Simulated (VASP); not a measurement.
# Sr2O5 (cubic X2O5 type) (Pn-3m) in VASP: a series of runs, part 2 of 3

VASP 6.6.1. Earlier steps stand in the parts before.

## (4) Single point, PBE

This run uses another cell than the first one, of 13.13 Å³/atom.

The input, INCAR:

```
PREC = Accurate
ENCUT = 520
EDIFF = 1E-6
ISMEAR = -1
SIGMA = 0.06122561905347299
LREAL = False
LASPH = True
NELM = 100
ALGO = Normal
ISIF = 2
LWAVE = False
LCHARG = True
GGA = PE
LELF = True
LVHAR = True
NBANDS = 63
```

The input, KPOINTS:

```
Automatic mesh
0
Gamma
  10 10 10
```

The input, POSCAR:

```
Sr2O5
1.0
    5.6859456777      0.0000000000      0.0000000000
    0.0000000000      5.6859456777      0.0000000000
    0.0000000000      0.0000000000      5.6859456777
Sr O
4 10
Direct
    0.0000000000      0.0000000000      0.0000000000
    0.5000000000      0.5000000000      0.0000000000
    0.5000000000      0.0000000000      0.5000000000
    0.0000000000      0.5000000000      0.5000000000
    0.5000000000      0.0000000000      0.0000000000
    0.0000000000      0.5000000000      0.0000000000
    0.0000000000      0.0000000000      0.5000000000
    0.5000000000      0.5000000000      0.5000000000
    0.7500000000      0.7500000000      0.2500000000
    0.7500000000      0.2500000000      0.7500000000
    0.2500000000      0.7500000000      0.7500000000
    0.7500000000      0.2500000000      0.2500000000
    0.2500000000      0.7500000000      0.2500000000
    0.2500000000      0.2500000000      0.7500000000
```

Potentials or basis: VASP PAW PBE potentials, release 64 (Sr_sv, O).

Launch:

```console
$ cat potpaw_PBE.64/Sr_sv/POTCAR potpaw_PBE.64/O/POTCAR > POTCAR
$ mpirun -np 1 vasp_std > vasp.out
```

OUTCAR:

```text
PREC = Accurate
   ENCUT = 520
   EDIFF = 1E-6
   ISMEAR = -1
   LREAL = False
   LASPH = True
   NELM = 100
   ISIF = 2
   GGA = PE

 ion  position               nearest neighbor table
   1  0.000  0.000  0.000-   9 2.46  10 2.46  11 2.46  12 2.46  13 2.46  14 2.46   5 2.84   6 2.84
                             7 2.84   7 2.84   6 2.84   5 2.84   3 4.02   4 4.02   2 4.02   2 4.02
   2  0.500  0.500  0.000-   9 2.46  10 2.46  11 2.46  12 2.46  13 2.46  14 2.46   5 2.84   6 2.84
                             8 2.84   8 2.84   5 2.84   6 2.84   3 4.02   4 4.02   1 4.02   1 4.02
   3  0.500  0.000  0.500-   9 2.46  10 2.46  11 2.46  12 2.46  13 2.46  14 2.46   5 2.84   7 2.84
                             8 2.84   5 2.84   8 2.84   7 2.84   1 4.02   2 4.02   1 4.02   2 4.02
   4  0.000  0.500  0.500-   9 2.46  10 2.46  11 2.46  12 2.46  13 2.46  14 2.46   6 2.84   7 2.84
                             8 2.84   6 2.84   7 2.84   8 2.84   1 4.02   2 4.02   1 4.02   1 4.02
   5  0.500  0.000  0.000-   1 2.84   2 2.84   3 2.84   3 2.84   2 2.84   1 2.84
   6  0.000  0.500  0.000-   1 2.84   2 2.84   4 2.84   4 2.84   1 2.84   2 2.84
   7  0.000  0.000  0.500-   1 2.84   3 2.84   4 2.84   1 2.84   4 2.84   3 2.84
   8  0.500  0.500  0.500-   2 2.84   3 2.84   4 2.84   2 2.84   3 2.84   4 2.84
   9  0.750  0.750  0.250-   1 2.46   2 2.46   3 2.46   4 2.46
  10  0.750  0.250  0.750-   1 2.46   2 2.46   3 2.46   4 2.46
  11  0.250  0.750  0.750-   1 2.46   2 2.46   3 2.46   4 2.46
  12  0.750  0.250  0.250-   1 2.46   2 2.46   3 2.46   4 2.46
  13  0.250  0.750  0.250-   1 2.46   2 2.46   3 2.46   4 2.46
  14  0.250  0.250  0.750-   1 2.46   2 2.46   3 2.46   4 2.46

  LATTYP: Found a simple cubic cell.
 ALAT       =     5.6859456777

  Lattice vectors:

 A1 = (   5.6859456777,   0.0000000000,   0.0000000000)
 A2 = (   0.0000000000,   5.6859456777,   0.0000000000)
 A3 = (   0.0000000000,   0.0000000000,   5.6859456777)

Analysis of symmetry for initial positions (statically):
=====================================================================
 Subroutine PRICEL returns:
 Original cell was already a primitive cell.

 Routine SETGRP: Setting up the symmetry group for a
 simple cubic supercell.

 Subroutine GETGRP returns: Found 48 space group operations
 (whereof 12 operations were pure point group operations)
 out of a pool of 48 trial point group operations.

The static configuration has the point symmetry D_3d.
 The point group associated with its full space group is O_h .

Analysis of symmetry for dynamics (positions and initial velocities):
=====================================================================
 Subroutine PRICEL returns:
 Original cell was already a primitive cell.

 Routine SETGRP: Setting up the symmetry group for a
 simple cubic supercell.

 Subroutine GETGRP returns: Found 48 space group operations
 (whereof 12 operations were pure point group operations)
 out of a pool of 48 trial point group operations.

The dynamic configuration has the point symmetry D_3d.
 The point group associated with its full space group is O_h .

 Subroutine INISYM returns: Found 48 space group operations
 (whereof 12 operations are pure point group operations),
 and found     1 'primitive' translations

----------------------------------------------------------------------------------------

                                     Primitive cell

  volume of cell :     183.8265

[... 104 lines left out ...]
   ISTART =      0    job   : 0-new  1-cont  2-samecut
   ICHARG =      2    charge: 1-file 2-atom 10-const
   ISPIN  =      1    spin polarized calculation?
   LNONCOLLINEAR =      F non collinear calculations
   LSORBIT =      F    spin-orbit coupling
   LASPH  =      T    aspherical Exc in radial PAW
   ENCUT  =  520.0 eV  38.22 Ry    6.18 a.u.  10.57 10.57 10.57*2*pi/ulx,y,z
   NELM   =    100;   NELMIN=  2; NELMDL= -5     # of ELM steps
   EDIFF  = 0.1E-05   stopping-criterion for ELM
   LREAL  =      F    real-space projection
   EDIFFG = 0.1E-04   stopping-criterion for IOM
   NSW    =      0    number of steps for IOM
   IBRION =     -1    ionic relax: 0-MD 1-quasi-New 2-CG
   NFREE  =      0    steps in history (QN), initial steepest desc. (CG)
   ISIF   =      2    stress and relaxation
   ISYM   =      2    0-nonsym 1-usesym 2-fastsym
   POTIM  = 0.5000    time-step for ionic-motion
   TEBEG  =    0.0;   TEEND  =   0.0 temperature during run
   PSTRESS=    0.0 pullay stress
   NELECT =     100.0000    total number of electrons
   NUPDOWN=      -1.0000    fix difference up-down
   EMIN   =  10.00;   EMAX   =-10.00  energy-range for DOS
   EFERMI =   0.00;   METHOD = LEGACY
   ISMEAR =    -1;   SIGMA  =   0.06  broadening in eV -4-tet -1-fermi 0-gaus
   EFERMI_NEDOS =   21; number of points for ismear=-14 and -15
   IALGO  =     38    algorithm
   IMIX   =      4    mixing-type and parameters
     AMIX     =   0.40;   BMIX     =  1.00
     AMIX_MAG =   1.60;   BMIX_MAG =  1.00
  volume/ion in A,a.u.               =      13.13        88.61
  Fermi-wavevector in a.u.,A,eV,Ry     =   1.336407  2.525443 24.299789  1.785984
  Thomas-Fermi vector in A             =   2.465036
   LORBIT       =      0    0 simple, 1 ext, 2 COOP (PROOUT), +10 PAW based schemes
   GGA     = PE    functional components
   LHFCALC =     F    Hartree Fock is set to
   AEXX    =    0.0000 exact exchange contribution
   IVDW    =     0    specifies the selected vdW correction
   LEPSILON=     F    determine dielectric tensor
   LRPA    =     F    only Hartree local field effects (RPA)
 non-spin polarized calculation
  energy-cutoff  :      520.00
  volume of cell :      183.83
 maximum number of plane-waves:      4984
   NGX = 21   NGY = 21   NGZ = 21

 number of electron     100.0000000 magnetization

 number of electron      99.9999933 magnetization

 Free energy of the ion-electron system (eV)
  ---------------------------------------------------
  ext. energy  EPLUGINS =         0.00000000
  ---------------------------------------------------
  free energy    TOTEN  =       -65.62818002 eV

  energy without entropy =      -65.32258620  energy(sigma->0) =      -65.47538311

 E-fermi :   1.4183     XC(G=0): -10.4976

 val. band max:        1.4169910287   @ k =   0.3000   0.3000   0.1000
 cond. band min:       1.4238424963   @ k =   0.5000   0.2000   0.2000
 fundamental gap:      0.0068514676
 Fermi energy:         1.4182748476

 k-point     1 :       0.0000    0.0000    0.0000
  band No.  band energies     occupation
      1     -30.4154      2.00000
      2     -30.3287      2.00000
      3     -30.3287      2.00000
      4     -30.3287      2.00000
      5     -16.1542      2.00000
      6     -16.1234      2.00000
[... 1549 lines left out ...]
     61       9.9019      0.00000
     62       9.9951      0.00000

 [... further k-points ...]

 [bands above 62 left out]

------------------------ aborting loop because EDIFF is reached ----------------------------------------

  FORCE on cell =-STRESS in cart. coord.  units (eV):
  Direction    XX          YY          ZZ          XY          YZ          ZX
  --------------------------------------------------------------------------------------
  -------------------------------------------------------------------------------------
  Total        6.9199093      6.9199093      6.9199093     -0.0000000     -0.0000000      0.0000000
  in kB       60.3118802     60.3118802     60.3118802     -0.0000000     -0.0000000      0.0000000
  external PRESSURE =      60.3118802 kB  Pullay stress =       0.0000000 kB

 VOLUME and BASIS-vectors are now :
 -----------------------------------------------------------------------------
  energy-cutoff  :      520.00
  volume of cell :      183.83
      direct lattice vectors                 reciprocal lattice vectors
     5.685945678  0.000000000  0.000000000     0.175872239  0.000000000  0.000000000
     0.000000000  5.685945678  0.000000000     0.000000000  0.175872239  0.000000000
     0.000000000  0.000000000  5.685945678     0.000000000  0.000000000  0.175872239

 POSITION                                       TOTAL-FORCE (eV/Angst)
 -----------------------------------------------------------------------------------
      0.00000      0.00000      0.00000        -0.000000     -0.000000     -0.000000
      2.84297      2.84297      0.00000        -0.000000     -0.000000     -0.000000
      2.84297      0.00000      2.84297        -0.000000     -0.000000     -0.000000
      0.00000      2.84297      2.84297        -0.000000     -0.000000     -0.000000
      2.84297      0.00000      0.00000        -0.000000     -0.000000     -0.000000
      0.00000      2.84297      0.00000        -0.000000     -0.000000     -0.000000
      0.00000      0.00000      2.84297        -0.000000     -0.000000     -0.000000
      2.84297      2.84297      2.84297        -0.000000     -0.000000     -0.000000
      4.26446      4.26446      1.42149         0.000000      0.000000      0.000000
      4.26446      1.42149      4.26446         0.000000     -0.000000      0.000000
      1.42149      4.26446      4.26446         0.000000      0.000000      0.000000
      4.26446      1.42149      1.42149        -0.000000      0.000000     -0.000000
      1.42149      4.26446      1.42149        -0.000000      0.000000     -0.000000
      1.42149      1.42149      4.26446         0.000000     -0.000000     -0.000000
 -----------------------------------------------------------------------------------
    total drift:                                0.000000      0.000000     -0.000000

  FREE ENERGIE OF THE ION-ELECTRON SYSTEM (eV)
  ---------------------------------------------------
  free  energy   TOTEN  =       -65.6281800152 eV

  energy  without entropy=      -65.3225862048  energy(sigma->0) =      -65.47538311
```

It took 18 min on 1 thread of Oxide Virtual Turin-like, shared host; peak memory 0.53 GiB.

Results:

| Quantity | Value |
| --- | --- |
| Free energy | -65.6282 eV |
| Pressure | 6.0 GPa |
| Band gap on the k mesh | zero (bands 50 and 51 overlap by 0.24 eV) |

Caveat: the cell stands under pressure; semilocal functionals underestimate gaps, so a narrow gap can read as zero.

(Part 2 of 3 ends here.)
